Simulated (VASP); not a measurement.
# Rb (Im-3m) in VASP: further runs

The runs below take Rb through relaxation of cell and atoms, with PBEsol.

Everything below comes from runs of VASP 6.6.1. Logs are shortened: lines on timing, memory, paths and dates and some standing lists are left out, and cuts for length are marked.

## Step 1: The cell of the first run

The structure is cubic, space group Im-3m (No. 229). Conventional cell: a = 5.605 Å, b = 5.605 Å, c = 5.605 Å, α = 90.00°, β = 90.00°, γ = 90.00°.

## Step 2: Relaxation of cell and atoms, PBEsol

The input, INCAR:

```
SYSTEM = Rb
PREC = Accurate ; ENCUT = 600
EDIFF = 1E-6 ; ISMEAR = -1
SIGMA = 0.05 ; LREAL = .False.
LASPH = .True. ; NELM = 80
ALGO = Normal ; ISIF = 3
LWAVE = .False. ; LCHARG = .False.
GGA = PS ; IBRION = 2
NSW = 60 ; EDIFFG = -0.01
```

The input, KPOINTS:

```
Automatic mesh
0
Gamma
  7 7 7
  0 0 0
```

The input, POSCAR:

```
Rb
1.0
   -2.8025000000      2.8025000000      2.8025000000
    2.8025000000     -2.8025000000      2.8025000000
    2.8025000000      2.8025000000     -2.8025000000
Rb
1
Direct
    0.0000000000      0.0000000000      0.0000000000
```

Potentials or basis: VASP PAW PBE potentials, release 64 (Rb_sv).

Launch:

```console
> cat potpaw_PBE.64/Rb_sv/POTCAR > POTCAR
> mpirun -np 1 vasp_std > vasp.out
```

OUTCAR:

```text
SYSTEM = Rb
   PREC = Accurate
   ENCUT = 600
   EDIFF = 1E-6
   ISMEAR = -1
   LREAL = .False.
   LASPH = .True.
   NELM = 80
   ISIF = 3
   GGA = PS
   IBRION = 2
   NSW = 60
   EDIFFG = -0.01

 ion  position               nearest neighbor table
   1  0.000  0.000  0.000-

  LATTYP: Found a body centered cubic cell.
 ALAT       =     5.6050000000

  Lattice vectors:

 A1 = (  -2.8025000000,   2.8025000000,   2.8025000000)
 A2 = (   2.8025000000,  -2.8025000000,   2.8025000000)
 A3 = (   2.8025000000,   2.8025000000,  -2.8025000000)

Analysis of symmetry for initial positions (statically):
=====================================================================
 Subroutine PRICEL returns:
 Original cell was already a primitive cell.

 Routine SETGRP: Setting up the symmetry group for a
 body centered cubic supercell.

 Subroutine GETGRP returns: Found 48 space group operations
 (whereof 48 operations were pure point group operations)
 out of a pool of 48 trial point group operations.

The static configuration has the point symmetry O_h .

Analysis of symmetry for dynamics (positions and initial velocities):
=====================================================================
 Subroutine PRICEL returns:
 Original cell was already a primitive cell.

 Routine SETGRP: Setting up the symmetry group for a
 body centered cubic supercell.

 Subroutine GETGRP returns: Found 48 space group operations
 (whereof 48 operations were pure point group operations)
 out of a pool of 48 trial point group operations.

The dynamic configuration has the point symmetry O_h .

 Subroutine INISYM returns: Found 48 space group operations
 (whereof 48 operations are pure point group operations),
 and found     1 'primitive' translations

----------------------------------------------------------------------------------------

                                     Primitive cell

  volume of cell :      88.0434

  direct lattice vectors                    reciprocal lattice vectors
    -2.802500000  2.802500000  2.802500000     0.000000000  0.178412132  0.178412132
     2.802500000 -2.802500000  2.802500000     0.178412132  0.000000000  0.178412132
     2.802500000  2.802500000 -2.802500000     0.178412132  0.178412132  0.000000000

  length of vectors
     4.854072388  4.854072388  4.854072388     0.252312857  0.252312857  0.252312857

  position of ions in fractional coordinates (direct lattice)
     0.000000000  0.000000000  0.000000000

  ion indices of the primitive-cell ions
   primitive index   ion index
                 1           1

----------------------------------------------------------------------------------------

 KPOINTS: Automatic mesh

Automatic generation of k-mesh.
 Grid dimensions read from file:
 generate k-points for:    7    7    7

 Generating k-lattice:

  Cartesian coordinates                     Fractional coordinates (reciprocal lattice)
     0.000000000  0.025487447  0.025487447     0.142857143  0.000000000  0.000000000
     0.025487447  0.000000000  0.025487447     0.000000000  0.142857143  0.000000000
     0.025487447  0.025487447  0.000000000     0.000000000  0.000000000  0.142857143

  Length of vectors
     0.036044694  0.036044694  0.036044694

  Shift w.r.t. Gamma in fractional coordinates (k-lattice)
     0.000000000  0.000000000  0.000000000

 Subroutine IBZKPT returns following result:
 ===========================================

 Found     20 irreducible k-points:

 Following reciprocal coordinates:
            Coordinates               Weight
  0.000000  0.000000  0.000000      1.000000
  0.142857  0.000000  0.000000     12.000000
  0.285714  0.000000  0.000000     12.000000
  0.428571  0.000000  0.000000     12.000000
  0.142857  0.142857  0.000000     24.000000
  0.285714  0.142857  0.000000     48.000000
[... 12 lines left out ...]
 -0.428571 -0.428571  0.285714      8.000000
 -0.428571  0.428571  0.428571      6.000000
   k-points           NKPTS =     20   k-points in BZ     NKDIM =     20   number of bands    NBANDS=      8
   number of dos      NEDOS =    301   number of ions     NIONS =      1
   total plane-waves  NPLWV =  64000
   dimension x,y,z NGX =    40 NGY =   40 NGZ =   40
   dimension x,y,z NGXF=    80 NGYF=   80 NGZF=   80
   ions per type =               1
   NGX,Y,Z   is equivalent  to a cutoff of  13.70, 13.70, 13.70 a.u.
   NGXF,Y,Z  is equivalent  to a cutoff of  27.40, 27.40, 27.40 a.u.
 SYSTEM =  Rb
   PREC   = accura    normal or accurate (medium, high low for compatibility)
   ISTART =      0    job   : 0-new  1-cont  2-samecut
   ICHARG =      2    charge: 1-file 2-atom 10-const
   ISPIN  =      1    spin polarized calculation?
   LNONCOLLINEAR =      F non collinear calculations
   LSORBIT =      F    spin-orbit coupling
   LASPH  =      T    aspherical Exc in radial PAW
   ENCUT  =  600.0 eV  44.10 Ry    6.64 a.u.   9.69  9.69  9.69*2*pi/ulx,y,z
   NELM   =     80;   NELMIN=  2; NELMDL= -5     # of ELM steps
   EDIFF  = 0.1E-05   stopping-criterion for ELM
   LREAL  =      F    real-space projection
   EDIFFG = -.1E-01   stopping-criterion for IOM
   NSW    =     60    number of steps for IOM
   IBRION =      2    ionic relax: 0-MD 1-quasi-New 2-CG
   NFREE  =      1    steps in history (QN), initial steepest desc. (CG)
   ISIF   =      3    stress and relaxation
   ISYM   =      2    0-nonsym 1-usesym 2-fastsym
   POTIM  = 0.5000    time-step for ionic-motion
   TEBEG  =    0.0;   TEEND  =   0.0 temperature during run
   PSTRESS=    0.0 pullay stress
   NELECT =       9.0000    total number of electrons
   NUPDOWN=      -1.0000    fix difference up-down
   EMIN   =  10.00;   EMAX   =-10.00  energy-range for DOS
   EFERMI =   0.00;   METHOD = LEGACY
   ISMEAR =    -1;   SIGMA  =   0.05  broadening in eV -4-tet -1-fermi 0-gaus
   EFERMI_NEDOS =   21; number of points for ismear=-14 and -15
   IALGO  =     38    algorithm
   IMIX   =      4    mixing-type and parameters
     AMIX     =   0.40;   BMIX     =  1.00
     AMIX_MAG =   1.60;   BMIX_MAG =  1.00
  volume/ion in A,a.u.               =      88.04       594.15
  Fermi-wavevector in a.u.,A,eV,Ry     =   0.765462  1.446513  7.972081  0.585931
  Thomas-Fermi vector in A             =   1.865587
   LORBIT       =      0    0 simple, 1 ext, 2 COOP (PROOUT), +10 PAW based schemes
   GGA     = PS    functional components
   LHFCALC =     F    Hartree Fock is set to
   AEXX    =    0.0000 exact exchange contribution
   IVDW    =     0    specifies the selected vdW correction
   LEPSILON=     F    determine dielectric tensor
   LRPA    =     F    only Hartree local field effects (RPA)
 conjugate gradient relaxation of ions
 non-spin polarized calculation
  energy-cutoff  :      600.00
  volume of cell :       88.04
 maximum number of plane-waves:      2954
   NGX = 19   NGY = 19   NGZ = 19

--------------------------------------- Ionic step        1  -------------------------------------------

 number of electron       9.0000000 magnetization

 Free energy of the ion-electron system (eV)
  ---------------------------------------------------
  ext. energy  EPLUGINS =         0.00000000
  ---------------------------------------------------
  free energy    TOTEN  =        -1.03034219 eV

  energy without entropy =       -1.02246997  energy(sigma->0) =       -1.02640608

------------------------ aborting loop because EDIFF is reached ----------------------------------------

  FORCE on cell =-STRESS in cart. coord.  units (eV):
  Direction    XX          YY          ZZ          XY          YZ          ZX
  --------------------------------------------------------------------------------------
  -------------------------------------------------------------------------------------
  Total       -0.0335531     -0.0335531     -0.0335531      0.0000000      0.0000000      0.0000000
  in kB       -0.6105862     -0.6105862     -0.6105862      0.0000000      0.0000000      0.0000000
  external PRESSURE =      -0.6105862 kB  Pullay stress =       0.0000000 kB

 VOLUME and BASIS-vectors are now :
 -----------------------------------------------------------------------------
  energy-cutoff  :      600.00
  volume of cell :       88.04
      direct lattice vectors                 reciprocal lattice vectors
    -2.802500000  2.802500000  2.802500000     0.000000000  0.178412132  0.178412132
     2.802500000 -2.802500000  2.802500000     0.178412132  0.000000000  0.178412132
     2.802500000  2.802500000 -2.802500000     0.178412132  0.178412132  0.000000000
[... 36 lines left out ...]
 POSITION                                       TOTAL-FORCE (eV/Angst)
 -----------------------------------------------------------------------------------
      2.79796      2.79796     -2.79796         0.000000     -0.000000      0.000000
 -----------------------------------------------------------------------------------
    total drift:                                0.000000      0.000000     -0.000000

  FREE ENERGIE OF THE ION-ELECTRON SYSTEM (eV)
  ---------------------------------------------------
  free  energy   TOTEN  =        -1.0304894874 eV

  energy  without entropy=       -1.0226286876  energy(sigma->0) =       -1.02655909

--------------------------------------- Ionic step        3  -------------------------------------------

 number of electron       9.0000000 magnetization

 Free energy of the ion-electron system (eV)
  ---------------------------------------------------
  ext. energy  EPLUGINS =         0.00000000
  ---------------------------------------------------
  free energy    TOTEN  =        -1.03071203 eV

  energy without entropy =       -1.02288431  energy(sigma->0) =       -1.02679817

 E-fermi :   0.0541     XC(G=0):  -5.6533

 val. band max:        0.0066056406   @ k =  -0.2857   0.4286   0.1429
 cond. band min:       0.1625214339   @ k =  -0.4286   0.4286   0.1429
 fundamental gap:      0.1559157933
 Fermi energy:         0.0541275995

 k-point     1 :       0.0000    0.0000    0.0000
  band No.  band energies     occupation
      1     -28.7657      2.00000
      2     -12.8066      2.00000
      3     -12.8066      2.00000
      4     -12.8066      2.00000
      5      -1.9832      2.00000
      6       3.7918      0.00000
      7       3.7918      0.00000
      8       3.7918      0.00000

 k-point     2 :       0.1429    0.0000    0.0000
  band No.  band energies     occupation
      1     -28.7646      2.00000
      2     -12.8289      2.00000
      3     -12.8138      2.00000
      4     -12.8066      2.00000
      5      -1.7325      2.00000
      6       3.3558      0.00000
      7       3.4821      0.00000
      8       4.0277      0.00000
[... 218 lines left out ...]
 POSITION                                       TOTAL-FORCE (eV/Angst)
 -----------------------------------------------------------------------------------
      0.00000      0.00000      0.00000        -0.000000      0.000000     -0.000000
 -----------------------------------------------------------------------------------
    total drift:                               -0.000000     -0.000000     -0.000000

  FREE ENERGIE OF THE ION-ELECTRON SYSTEM (eV)
  ---------------------------------------------------
  free  energy   TOTEN  =        -1.0307120326 eV

  energy  without entropy=       -1.0228843071  energy(sigma->0) =       -1.02679817

 reached required accuracy - stopping structural energy minimisation
```

It took 70 s on 1 thread of AMD EPYC 7R13, shared host; peak memory 0.21 GiB.

Results:

```yaml
Free_energy: -1.0307 eV
Relaxed_volume: 86.34 Å³/atom
Relaxed_cell: a = 4.823 Å, b = 4.823 Å, c = 4.823 Å, α = 109.47°, β = 109.47°, γ = 109.47°
Space_group_after_relaxing_to_0.05_Å: Im-3m (No. 229)
Energy_gained_by_relaxing: 0.4 meV/atom
Ionic_steps: 3
Pressure_after_relaxing: 0.0 GPa
```

The path:
```
step  energy change (eV)  largest force (eV/Å)  pressure (GPa)  volume (Å³)
   1              0.0000                0.0000           -0.06        88.04
   2             -0.0001                0.0000           -0.05        87.62
   3             -0.0004                0.0000           -0.01        86.34
```

Final structure:
```cif
data_structure
_symmetry_space_group_name_H-M 'P 1'
_symmetry_Int_Tables_number 1
_cell_length_a 4.8226
_cell_length_b 4.8226
_cell_length_c 4.8226
_cell_angle_alpha 109.471
_cell_angle_beta 109.471
_cell_angle_gamma 109.471
_cell_volume 86.34
loop_
_atom_site_label
_atom_site_type_symbol
_atom_site_fract_x
_atom_site_fract_y
_atom_site_fract_z
_atom_site_occupancy
Rb1 Rb 0.00000 0.00000 0.00000 1
```

Caveat: the PAW data sets were made with another functional, which shifts forces and pressure a little.

## Step 3: Relaxation of cell and atoms, PBEsol, target pressure 2 GPa, at which the enthalpy is minimised

The input, INCAR:

```
SYSTEM = Rb
ALGO = Normal ; EDIFF = 1E-6
EDIFFG = -0.01 ; ENCUT = 600
GGA = PS ; IBRION = 2
ISIF = 3 ; ISMEAR = -1
LASPH = .True. ; LCHARG = .False.
LREAL = .False. ; LWAVE = .False.
NELM = 100 ; NSW = 60
PREC = Accurate ; PSTRESS = 20.0
SIGMA = 0.05
```

The input, KPOINTS:

```
k-points
0
Gamma
  7 7 7
  0 0 0
```

POSCAR is that of step 2.

Potentials or basis: VASP PAW PBE potentials, release 64 (Rb_sv).

Launch:

```console
> cat potpaw_PBE.64/Rb_sv/POTCAR > POTCAR
> mpirun -np 1 vasp_std > vasp.out
```

Run time: 2.2 min. Hardware: 1 thread of AMD EPYC 7R13, shared host; peak memory 0.21 GiB.

Results (log left out):

```yaml
Free_energy: -0.9098 eV
Relaxed_volume: 60.51 Å³/atom
Relaxed_cell: a = 4.284 Å, b = 4.284 Å, c = 4.284 Å, α = 109.47°, β = 109.47°, γ = 109.47°
Space_group_after_relaxing_to_0.05_Å: Im-3m (No. 229)
Energy_change_on_relaxing_the_enthalpy_is_what_falls: +120.6 meV/atom
Ionic_steps: 5
Pressure_after_relaxing: 2.0 GPa
```

The path:
```csv
step,energy change (eV),largest force (eV/Å),pressure (GPa),volume (Å³)
1,0.0000,0.0000,-0.06,88.04
2,0.0181,0.0000,0.57,74.39
3,0.0812,0.0000,1.50,64.13
4,0.1268,0.0000,2.07,60.01
5,0.1206,0.0000,2.00,60.51
```

Final structure:
```
Rb
1.0
    -2.47314    2.47314    2.47314
     2.47314   -2.47314    2.47314
     2.47314    2.47314   -2.47314
Rb
1
Direct
  0.00000 0.00000 0.00000
```

Levels at points of the mesh, in eV from the Fermi level:
```
           k point  band 1  band 2  band 3  band 4  band 5  band 6  band 7  band 8
(0.00, 0.00, 0.00)  -28.76  -12.71  -12.71  -12.71   -2.57    3.98    3.98    3.98
```

Caveat: the cell is relaxed towards a set pressure, so the enthalpy falls and the energy may rise; the volume moved by over 15 % at a fixed basis, so the end points are rough; the PAW data sets were made with another functional, which shifts forces and pressure a little.

## Step 4: Relaxation of cell and atoms, PBEsol, target pressure 5 GPa, at which the enthalpy is minimised

The input, INCAR:

```
SYSTEM = Rb
PREC = Accurate
ENCUT = 600
EDIFF = 1E-6
ISMEAR = -1
SIGMA = 0.05
LREAL = .FALSE.
LASPH = .TRUE.
NELM = 100
ALGO = Normal
ISIF = 3
LWAVE = .FALSE.
LCHARG = .FALSE.
GGA = PS
IBRION = 2
NSW = 60
EDIFFG = -0.01
PSTRESS = 50.0
```

The input, KPOINTS:

```
Automatic mesh
0
G
  7 7 7
  0 0 0
```

POSCAR is that of step 3.

Launch:

```console
> cat potpaw_PBE.64/Rb_sv/POTCAR > POTCAR
> mpirun -np 1 vasp_std > vasp.out
```

Wall time 1.9 min (1 thread of AMD EPYC 7R13, shared host); peak memory 0.21 GiB.

It converged, with:

* Free energy: -0.6442 eV
* Relaxed volume: 47.67 Å³/atom
* Relaxed cell: a = 3.956 Å, b = 3.956 Å, c = 3.956 Å, α = 109.47°, β = 109.47°, γ = 109.47°
* Space group after relaxing (to 0.05 Å): Im-3m (No. 229)
* Energy change on relaxing (the enthalpy is what falls): +386.1 meV/atom
* Ionic steps: 4
* Pressure after relaxing: 5.0 GPa

Step by step:
```tsv
step	energy change (eV)	largest force (eV/Å)	pressure (GPa)	volume (Å³)
1	0.0000	0.0000	-0.06	88.04
2	0.1683	0.0000	2.57	57.15
3	0.3179	0.0000	4.28	50.02
4	0.3861	0.0000	5.02	47.67
```

Final structure:
```xyz
1
Lattice="-2.2841 2.2841 2.2841 2.2841 -2.2841 2.2841 2.2841 2.2841 -2.2841" Properties=species:S:1:pos:R:3 pbc="T T T"
Rb    2.2841    2.2841   -2.2841
```

Levels at points of the mesh, in eV from the Fermi level:
```tsv
k point	band 1	band 2	band 3	band 4	band 5	band 6	band 7	band 8
(0.00, 0.00, 0.00)	-28.88	-12.68	-12.68	-12.68	-2.93	4.07	4.07	4.07
```

Caveat: the cell is relaxed towards a set pressure, so the enthalpy falls and the energy may rise; the volume moved by over 15 % at a fixed basis, so the end points are rough; the PAW data sets were made with another functional, which shifts forces and pressure a little.

## Step 5: Relaxation of cell and atoms, PBEsol, target pressure 10 GPa, at which the enthalpy is minimised

The input, INCAR:

```
SYSTEM = Rb
ALGO = Normal ; EDIFF = 1E-7
EDIFFG = -0.01 ; ENCUT = 600
GGA = PS ; IBRION = 2
ISIF = 3 ; ISMEAR = -1
LASPH = .True. ; LCHARG = .False.
LREAL = .False. ; LWAVE = .False.
NELM = 60 ; NSW = 60
PREC = Accurate ; PSTRESS = 100.0
SIGMA = 0.05
```

The input, KPOINTS:

```
k-points
0
Gamma
  7 7 7
  0 0 0
```

POSCAR is that of step 4.

Launch:

```console
> cat potpaw_PBE.64/Rb_sv/POTCAR > POTCAR
> mpirun -np 1 vasp_std > vasp.out
```

Wall time 3.8 min (1 thread of AMD EPYC 7R13, shared host); peak memory 0.22 GiB.

Results (log left out):

| Item | Value |
| --- | --- |
| Free energy | -0.1993 eV |
| Relaxed volume | 37.76 Å³/atom |
| Relaxed cell | a = 3.661 Å, b = 3.661 Å, c = 3.661 Å, α = 109.47°, β = 109.47°, γ = 109.47° |
| Space group after relaxing (to 0.05 Å) | Im-3m (No. 229) |
| Energy change on relaxing (the enthalpy is what falls) | +831.0 meV/atom |
| Ionic steps | 20 |
| Pressure after relaxing | 10.0 GPa |

Step by step:
```csv
step,energy change (eV),largest force (eV/Å),pressure (GPa),volume (Å³)
1,0.0000,0.0000,-0.06,88.04
2,1.0412,0.0000,12.08,34.71
3,0.8829,0.0000,10.55,36.95
4,0.8295,0.0000,9.95,37.79
5,0.8295,0.0000,9.95,37.78
6,0.8295,0.0000,9.94,37.78
7,0.8295,0.0000,9.95,37.78
8,0.8295,0.0000,9.95,37.78
9,0.8295,0.0000,9.95,37.78
10,0.8295,0.0000,9.95,37.78
11,0.8295,0.0000,9.95,37.78
12,0.8295,0.0000,9.95,37.78
13,0.8295,0.0000,9.95,37.78
14,0.8295,0.0000,9.95,37.78
15,0.8295,0.0000,9.94,37.78
16,0.8296,0.0000,9.94,37.78
17,0.8297,0.0000,9.94,37.78
18,0.8299,0.0000,9.95,37.78
19,0.8303,0.0000,9.96,37.77
20,0.8310,0.0000,9.96,37.76
```

Final structure:
```yaml
crystal:
  lattice:
    - [-2.11344, 2.11344, 2.11344]
    - [2.11344, -2.11344, 2.11344]
    - [2.11344, 2.11344, -2.11344]
  atoms:
    - { symbol: Rb, position: [0.00000, 0.00000, 0.00000] }
```

Levels at points of the mesh, in eV from the Fermi level:
| k point | band 2 | band 3 | band 4 | band 5 | band 6 | band 7 |
| --- | --- | --- | --- | --- | --- | --- |
| (0.00, 0.00, 0.00) | -12.53 | -12.53 | -12.53 | -3.05 | 4.24 | 4.24 |

Caveat: the cell is relaxed towards a set pressure, so the enthalpy falls and the energy may rise; the volume moved by over 15 % at a fixed basis, so the end points are rough; the PAW data sets were made with another functional, which shifts forces and pressure a little.

## Step 6: The runs side by side

| cell | gap on the mesh (eV) | pressure (GPa) |
| --- | --- | --- |
| relaxed | none | 0.0 |
| relaxed to 2 GPa | none | 2.0 |
| relaxed to 5 GPa | none | 5.0 |
| relaxed to 10 GPa | none | 10.0 |

Alike in all rows: task relaxation of cell and atoms; level PBEsol; potentials or basis VASP PAW PBE potentials, release 64 (Rb_sv); no spin polarisation; k mesh 7 × 7 × 7; cutoff (eV) 600; smearing fermi-dirac 0.05 eV.

Caveats: the PAW data sets were made with another functional, which shifts forces and pressure a little; the cell is relaxed towards a set pressure, so the enthalpy falls and the energy may rise (some runs); the volume moved by over 15 % at a fixed basis, so the end points are rough (some runs).

Total energies depend on the potentials used, so only differences within one code and one set of settings carry meaning.
